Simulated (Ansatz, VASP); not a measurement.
## Cu: VASP beside Ansatz

INCAR

```
SYSTEM = Cu
ALGO = Normal ; EDIFF = 1E-6
ENCUT = 520 ; GGA = PE
ISIF = 2 ; ISMEAR = 1
LASPH = .TRUE. ; LCHARG = .FALSE.
LREAL = .FALSE. ; LWAVE = .FALSE.
NBANDS = 12 ; NELM = 60
PREC = Accurate ; SIGMA = 0.1
```

KPOINTS

```
k-points
0
G
  38 38 38
  0 0 0
```

File POSCAR:

```
Cu
1.0
    0.0000000000      1.8144205480      1.8144205480
    1.8144205480      0.0000000000      1.8144205480
    1.8144205480      1.8144205480      0.0000000000
Cu
1
Direct
    0.0000000000      0.0000000000      0.0000000000
```

Input for Ansatz:

```yaml
crystal:
  lattice:
    - [0.0, 1.814420548, 1.814420548]
    - [1.814420548, 0.0, 1.814420548]
    - [1.814420548, 1.814420548, 0.0]
  atoms:
    - { symbol: Cu, position: [0.0, 0.0, 0.0] }
kpoints:
  mp_grid: { grid: [38, 38, 38] }
scf:
  occupations: { method: cold, width: 0.1 }
hamiltonian:
  xc: pbe
  pseudopotentials: { kind: paw, azcp: { folder: soft_1 } }
output:
  forces: true
  stress: true
  populations: false
```

Alike in both runs: task single point; functional PBE; k mesh 38 × 38 × 38; no spin polarisation.

|  | VASP | Ansatz |
| --- | --- | --- |
| version | VASP 6.6.1 | Ansatz 0.2.0 |
| potentials or method | VASP PAW PBE potentials, release 64 (Cu) | plane-wave PAW, scalar-relativistic |
| plane-wave cutoff (eV) | 520 | 420 |
| occupations | methfessel-paxton of order 1, width 0.1 eV | cold, width 0.1 eV |
| valence electrons in the cell | 11 | 19 |

|  | VASP | Ansatz | Ansatz less VASP |
| --- | --- | --- | --- |
| pressure (GPa) | 0.6 | -0.1 | -0.63 |

VASP's potentials hold 11 valence electrons a cell and Ansatz's 19, so a difference there can come from the potentials and not from the codes.
